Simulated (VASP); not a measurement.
# Se (P6_3/mmc) in VASP: notebook

Se is run at these levels: r2SCAN; tasks: single point, relaxation of cell and atoms.

Everything below comes from runs of VASP 6.6.1. Logs are shortened: lines on timing, memory, paths and dates and some standing lists are left out, and cuts for length are marked.

## Step 1: The cell of the first run

Symmetry: P6_3/mmc, No. 194, hexagonal system. The conventional cell has a = 3.770 Å, b = 3.770 Å, c = 7.261 Å, α = 90.00°, β = 90.00°, γ = 120.00°. Se (site symmetry -3m) has 14 Se at 2.83 to 3.77 Å within 3.8 Å. Within 3.8 Å of Se (site symmetry -6m2) lie 12 Se at 2.83 to 3.77 Å.

This isn't the form of Se at room conditions, which is trigonal, of chains.

## Step 2: Single point, r2SCAN

The input, POSCAR:

```
Se
1.0
    3.7699945020      0.0000000000      0.0000000000
   -1.8849972510      3.2649110108      0.0000000000
    0.0000000000      0.0000000000      7.2608204356
Se
4
Direct
    0.0000000000      1.0000000000      1.0000000000
    1.0000000000      1.0000000000      0.5000000000
    0.3333333333      0.6666666667      0.2500000000
    0.6666666667      0.3333333333      0.7500000000
```

The input, INCAR.step1:

```
SYSTEM = Se
ALGO = Normal ; EDIFF = 1E-4
ENCUT = 520 ; GGA = PE
ISMEAR = -1 ; LASPH = .True.
LCHARG = .False. ; LREAL = .False.
LWAVE = .True. ; NBANDS = 20
NELM = 100 ; PREC = Accurate
SIGMA = 0.1
```

The input, INCAR.step2:

```
SYSTEM = Se
ALGO = Normal ; EDIFF = 1E-6
ENCUT = 520 ; ISIF = 2
ISMEAR = -1 ; ISTART = 1
LASPH = .True. ; LCHARG = .False.
LMIXTAU = .True. ; LREAL = .False.
LWAVE = .False. ; METAGGA = R2SCAN
NBANDS = 20 ; NELM = 100
PREC = Accurate ; SIGMA = 0.1
```

The input, KPOINTS:

```
k-points
0
Gamma
  13 13 6
  0 0 0
```

Potentials or basis: VASP PAW PBE potentials, release 64 (Se).

On the command line:

```console
$ cat potpaw_PBE.64/Se/POTCAR > POTCAR
$ cp INCAR.step1 INCAR
$ mpirun -np 1 vasp_std > vasp.out
$ cp INCAR.step2 INCAR
$ mpirun -np 1 vasp_std > vasp.out
```

OUTCAR:

```text
SYSTEM = Se
   EDIFF = 1E-6
   ENCUT = 520
   ISIF = 2
   ISMEAR = -1
   ISTART = 1
   LASPH = .True.
   LREAL = .False.
   METAGGA = R2SCAN
   NELM = 100
   PREC = Accurate

 ion  position               nearest neighbor table
   1  0.000  0.000  0.000-
   2  0.000  0.000  0.500-
   3  0.333  0.667  0.250-
   4  0.667  0.333  0.750-

  LATTYP: Found a hexagonal cell.
 ALAT       =     3.7699945020
 C/A-ratio  =     1.9259498739

  Lattice vectors:

 A1 = (   3.7699945020,   0.0000000000,   0.0000000000)
 A2 = (  -1.8849972510,   3.2649110108,   0.0000000000)
 A3 = (   0.0000000000,   0.0000000000,   7.2608204356)

Analysis of symmetry for initial positions (statically):
=====================================================================
 Subroutine PRICEL returns:
 Original cell was already a primitive cell.

 Routine SETGRP: Setting up the symmetry group for a
 hexagonal supercell.

 Subroutine GETGRP returns: Found 24 space group operations
 (whereof 12 operations were pure point group operations)
 out of a pool of 24 trial point group operations.

The static configuration has the point symmetry D_3d.
 The point group associated with its full space group is D_6h.

Analysis of symmetry for dynamics (positions and initial velocities):
=====================================================================
 Subroutine PRICEL returns:
 Original cell was already a primitive cell.

 Routine SETGRP: Setting up the symmetry group for a
 hexagonal supercell.

 Subroutine GETGRP returns: Found 24 space group operations
 (whereof 12 operations were pure point group operations)
 out of a pool of 24 trial point group operations.

The dynamic configuration has the point symmetry D_3d.
 The point group associated with its full space group is D_6h.

 Subroutine INISYM returns: Found 24 space group operations
 (whereof 12 operations are pure point group operations),
 and found     1 'primitive' translations

----------------------------------------------------------------------------------------

                                     Primitive cell

  volume of cell :      89.3712

  direct lattice vectors                    reciprocal lattice vectors
     3.769994502  0.000000000  0.000000000     0.265252376  0.153143531  0.000000000
    -1.884997251  3.264911011  0.000000000     0.000000000  0.306287062  0.000000000
     0.000000000  0.000000000  7.260820436     0.000000000  0.000000000  0.137725483

  length of vectors
     3.769994502  3.769994502  7.260820436     0.306287062  0.306287062  0.137725483

  position of ions in fractional coordinates (direct lattice)
     0.000000000  0.000000000  0.000000000
     0.000000000  0.000000000  0.500000000
     0.333333333  0.666666667  0.250000000
     0.666666667  0.333333333  0.750000000

  ion indices of the primitive-cell ions
   primitive index   ion index
                 1           1
                 2           2
                 3           3
                 4           4

----------------------------------------------------------------------------------------

 KPOINTS: k-points

Automatic generation of k-mesh.
 Grid dimensions read from file:
 generate k-points for:   13   13    6

 Generating k-lattice:

  Cartesian coordinates                     Fractional coordinates (reciprocal lattice)
     0.020404029  0.011780272  0.000000000     0.076923077  0.000000000  0.000000000
     0.000000000  0.023560543  0.000000000     0.000000000  0.076923077  0.000000000
     0.000000000  0.000000000  0.022954247     0.000000000  0.000000000  0.166666667

  Length of vectors
     0.023560543  0.023560543  0.022954247

  Shift w.r.t. Gamma in fractional coordinates (k-lattice)
     0.000000000  0.000000000  0.000000000

 Subroutine IBZKPT returns following result:
 ===========================================

 Found     84 irreducible k-points:

 Following reciprocal coordinates:
            Coordinates               Weight
  0.000000  0.000000  0.000000      1.000000
  0.076923 -0.000000  0.000000      6.000000
  0.153846  0.000000  0.000000      6.000000
  0.230769  0.000000  0.000000      6.000000
  0.307692  0.000000  0.000000      6.000000
  0.384615  0.000000  0.000000      6.000000
[... 16 lines left out ...]
  0.076923 -0.000000  0.166667     12.000000
  0.153846  0.000000  0.166667     12.000000
 [... further k-points ...]
   k-points           NKPTS =     84   k-points in BZ     NKDIM =     84   number of bands    NBANDS=     20
   number of dos      NEDOS =    301   number of ions     NIONS =      4
   total plane-waves  NPLWV =  42336
   dimension x,y,z NGX =    28 NGY =   28 NGZ =   54
   dimension x,y,z NGXF=    56 NGYF=   56 NGZF=  108
   ions per type =               4
   NGX,Y,Z   is equivalent  to a cutoff of  12.35, 12.35, 12.36 a.u.
   NGXF,Y,Z  is equivalent  to a cutoff of  24.69, 24.69, 24.73 a.u.
 SYSTEM =  Se
   PREC   = accura    normal or accurate (medium, high low for compatibility)
   ISTART =      1    job   : 0-new  1-cont  2-samecut
   ICHARG =      0    charge: 1-file 2-atom 10-const
   ISPIN  =      1    spin polarized calculation?
   LNONCOLLINEAR =      F non collinear calculations
   LSORBIT =      F    spin-orbit coupling
   LASPH  =      T    aspherical Exc in radial PAW
   ENCUT  =  520.0 eV  38.22 Ry    6.18 a.u.   7.01  7.01 13.50*2*pi/ulx,y,z
   NELM   =    100;   NELMIN=  2; NELMDL=  0     # of ELM steps
   EDIFF  = 0.1E-05   stopping-criterion for ELM
   LREAL  =      F    real-space projection
   EDIFFG = 0.1E-04   stopping-criterion for IOM
   NSW    =      0    number of steps for IOM
   IBRION =     -1    ionic relax: 0-MD 1-quasi-New 2-CG
   NFREE  =      0    steps in history (QN), initial steepest desc. (CG)
   ISIF   =      2    stress and relaxation
   ISYM   =      2    0-nonsym 1-usesym 2-fastsym
   POTIM  = 0.5000    time-step for ionic-motion
   TEBEG  =    0.0;   TEEND  =   0.0 temperature during run
   PSTRESS=    0.0 pullay stress
   NELECT =      24.0000    total number of electrons
   NUPDOWN=      -1.0000    fix difference up-down
   EMIN   =  10.00;   EMAX   =-10.00  energy-range for DOS
   EFERMI =   0.00;   METHOD = LEGACY
   ISMEAR =    -1;   SIGMA  =   0.10  broadening in eV -4-tet -1-fermi 0-gaus
   EFERMI_NEDOS =   21; number of points for ismear=-14 and -15
   IALGO  =     38    algorithm
   IMIX   =      4    mixing-type and parameters
     AMIX     =   0.40;   BMIX     =  1.00
     AMIX_MAG =   1.60;   BMIX_MAG =  1.00
  volume/ion in A,a.u.               =      22.34       150.78
  Fermi-wavevector in a.u.,A,eV,Ry     =   1.056200  1.995928 15.178082  1.115558
  Thomas-Fermi vector in A             =   2.191426
   LORBIT       =      0    0 simple, 1 ext, 2 COOP (PROOUT), +10 PAW based schemes
   METAGGA = R2SCAN    functional components
   LHFCALC =     F    Hartree Fock is set to
   AEXX    =    0.0000 exact exchange contribution
   IVDW    =     0    specifies the selected vdW correction
   LEPSILON=     F    determine dielectric tensor
   LRPA    =     F    only Hartree local field effects (RPA)
 non-spin polarized calculation
  energy-cutoff  :      520.00
  volume of cell :       89.37
 maximum number of plane-waves:      2425
 NGX is ok and might be reduce to    28
   NGX = 13   NGY = 13   NGZ = 27

 number of electron      23.9999999 magnetization

 Free energy of the ion-electron system (eV)
  ---------------------------------------------------
  ext. energy  EPLUGINS =         0.00000000
  ---------------------------------------------------
  free energy    TOTEN  =       -55.73734864 eV

  energy without entropy =      -55.66088147  energy(sigma->0) =      -55.69911505

 E-fermi :   4.5606     XC(G=0): -10.4941

 val. band max:        4.5444346841   @ k =   0.3077   0.1538   0.3333
 cond. band min:       4.5662044792   @ k =   0.3846   0.0769   0.1667
 fundamental gap:      0.0217697950
 Fermi energy:         4.5606026845

 k-point     1 :       0.0000    0.0000    0.0000
  band No.  band energies     occupation
      1     -12.2062      2.00000
      2      -9.9107      2.00000
      3      -9.7870      2.00000
      4      -5.7423      2.00000
      5      -0.0359      2.00000
      6       1.5784      2.00000
[... 12 lines left out ...]
     19      12.0463      0.00000
     20      12.5245      0.00000

 k-point     2 :       0.0769   -0.0000    0.0000
  band No.  band energies     occupation
      1     -12.1419      2.00000
      2      -9.8684      2.00000
      3      -9.7416      2.00000
      4      -5.8513      2.00000
      5       0.0218      2.00000
      6       1.3855      2.00000
[... 12 lines left out ...]
     19      12.2557      0.00000
     20      12.7241      0.00000

 k-point     3 :       0.1538    0.0000    0.0000
  band No.  band energies     occupation
      1     -11.9508      2.00000
      2      -9.7480      2.00000
      3      -9.6108      2.00000
      4      -6.1671      2.00000
      5       0.1742      2.00000
      6       0.5119      2.00000
[... 12 lines left out ...]
     19      12.8545      0.00000
     20      13.1579      0.00000

 k-point     4 :       0.2308    0.0000    0.0000
  band No.  band energies     occupation
      1     -11.6402      2.00000
      2      -9.5721      2.00000
      3      -9.4123      2.00000
      4      -6.6514      2.00000
      5      -0.4925      2.00000
      6       0.0247      2.00000
[... 429 lines left out ...]
 k-point    23 :       0.0769   -0.0000    0.1667
  band No.  band energies     occupation
      1     -12.0740      2.00000
      2     -10.4948      2.00000
      3      -9.0289      2.00000
      4      -6.0603      2.00000
      5       0.1027      2.00000
      6       1.4164      2.00000
[... 12 lines left out ...]
     19      12.3355      0.00000
     20      12.8459      0.00000

 k-point    24 :       0.1538    0.0000    0.1667
  band No.  band energies     occupation
      1     -11.8842      2.00000
      2     -10.3446      2.00000
      3      -8.9406      2.00000
      4      -6.3268      2.00000
      5      -0.0306      2.00000
      6       0.4859      2.00000
[... 12 lines left out ...]
     19      12.7743      0.00000
     20      12.8998      0.00000

 [... further k-points ...]

------------------------ aborting loop because EDIFF is reached ----------------------------------------

  FORCE on cell =-STRESS in cart. coord.  units (eV):
  Direction    XX          YY          ZZ          XY          YZ          ZX
  --------------------------------------------------------------------------------------
  -------------------------------------------------------------------------------------
  Total       -0.1663189     -0.1663189      0.2482163      0.0000000      0.0000000      0.0000000
  in kB       -2.9816346     -2.9816346      4.4498269      0.0000000      0.0000000      0.0000000
  external PRESSURE =      -0.5044808 kB  Pullay stress =       0.0000000 kB

 VOLUME and BASIS-vectors are now :
 -----------------------------------------------------------------------------
  energy-cutoff  :      520.00
  volume of cell :       89.37
      direct lattice vectors                 reciprocal lattice vectors
     3.769994502  0.000000000  0.000000000     0.265252376  0.153143531  0.000000000
    -1.884997251  3.264911011  0.000000000     0.000000000  0.306287062  0.000000000
     0.000000000  0.000000000  7.260820436     0.000000000  0.000000000  0.137725483

 POSITION                                       TOTAL-FORCE (eV/Angst)
 -----------------------------------------------------------------------------------
      0.00000      0.00000      0.00000        -0.000000     -0.000000      0.000000
      0.00000      0.00000      3.63041        -0.000000     -0.000000      0.000000
     -0.00000      2.17661      1.81521        -0.000000     -0.000000      0.000000
      1.88500      1.08830      5.44562         0.000000      0.000000      0.000000
 -----------------------------------------------------------------------------------
    total drift:                                0.000000     -0.000000     -0.000000

  FREE ENERGIE OF THE ION-ELECTRON SYSTEM (eV)
  ---------------------------------------------------
  free  energy   TOTEN  =       -55.7373486384 eV

  energy  without entropy=      -55.6608814658  energy(sigma->0) =      -55.69911505
```

Run time: 3.6 min. Hardware: 1 thread of Intel Xeon 6975P-C (Granite Rapids), shared host; peak memory 0.27 GiB.

Results:

```yaml
Free_energy: -55.7373 eV
Pressure: -0.1 GPa
Band_gap_on_the_k_mesh: zero (bands 12 and 13 overlap by 2.11 eV)
```

Stress tensor (GPa, compression positive):
```
-0.30  0.00  0.00
 0.00 -0.30  0.00
 0.00  0.00  0.44
```

Caveat: the PAW data sets were made with another functional, which shifts forces and pressure a little.

[end of part 1 of 2]

The gap in the log of VASP goes by the Fermi energy; the results here count the filled bands.